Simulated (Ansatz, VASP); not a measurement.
GdSeO in VASP and in Ansatz

```
Gd Se O
1.0
     3.95442    0.00000    0.00000
     0.00000    3.95442    0.00000
     0.00000    0.00000    6.90941
Gd Se O
2 2 2
Direct
  0.25000 0.25000 0.18955
  0.75000 0.75000 0.81045
  0.25000 0.25000 0.63670
  0.75000 0.75000 0.36330
  0.75000 0.25000 0.00000
  0.25000 0.75000 0.00000
```

Alike in both runs: task relaxation of cell and atoms; functional PBE; k mesh 5 × 5 × 3; collinear spin; Hubbard terms Gd f U = 7.02 eV, J = 0.41 eV.

|  | VASP | Ansatz |
| --- | --- | --- |
| version | VASP 6.6.1 | Ansatz 0.2.0 |
| potentials or method | VASP PAW PBE potentials, release 64 (Gd, Se, O), cutoff 600 eV | PAW plane waves |
| occupations | fermi-dirac, width 0.1 eV | fermi-dirac |
| valence electrons in the cell | 60 | 80 |

|  | VASP | Ansatz | Ansatz less VASP |
| --- | --- | --- | --- |
| gap on the k mesh at the Fermi level, each at its own relaxed structure (eV) | none | none | - |
| net moment per atom (μB) | 2.34 | 2.34 | -0.001 |
| size of the moment on the site where the two differ most (μB) | 6.85 | 6.87 | +0.017 |
| relaxed volume (Å³/atom) | 19.73 | 19.72 | -0.007 |
| relaxed cell length with the largest relative difference (Å) | 4.126 | 4.125 | -0.0012 |

Site moments also hang on the region over which each program counts them. The programs project onto different local orbitals, so the same U acts differently, and such runs can settle in different states. A gap of «none» marks a metal or a gap that the smearing closes. VASP's potentials hold 60 valence electrons a cell and Ansatz's 80, so a difference there can come from the potentials and not from the codes. Ansatz's warnings: end state compared, filled band counts differ across k points.

Neither program's run includes spin-orbit coupling.
